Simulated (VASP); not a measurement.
A run of VASP 6.6.1:

File INCAR:

```
SYSTEM = Sb
PREC = Accurate
ENCUT = 520
EDIFF = 1E-6
ISMEAR = -1
SIGMA = 0.05
LREAL = .FALSE.
LASPH = .TRUE.
NELM = 100
ALGO = Normal
ISIF = 2
LWAVE = .FALSE.
LCHARG = .FALSE.
GGA = PE
NBANDS = 12
```

KPOINTS

```
Automatic mesh
0
G
  12 12 7
  0 0 0
```

The input POSCAR:

```
Sb
1.0
    3.3801929534      0.0000000000      0.0000000000
   -1.6900964767      2.9273329673      0.0000000000
    0.0000000000      0.0000000000      5.3477077713
Sb
2
Direct
    0.3333333333      0.6666666667      0.2500000000
    0.6666666667      0.3333333333      0.7500000000
```

Potentials or basis: VASP PAW PBE potentials, release 64 (Sb).

Launch:

```bash
$ cat potpaw_PBE.64/Sb/POTCAR > POTCAR
$ mpirun -np 1 vasp_std > vasp.out
```

Hardware: 1 thread of Intel Xeon 6975P-C, on a shared host.

Problem. Estimate the wall time of this run.

Solution. It took 47 s on 1 thread of Intel Xeon 6975P-C, on a shared host, peak memory 0.2 GiB. Counts: scf iterations 10, k points 76.
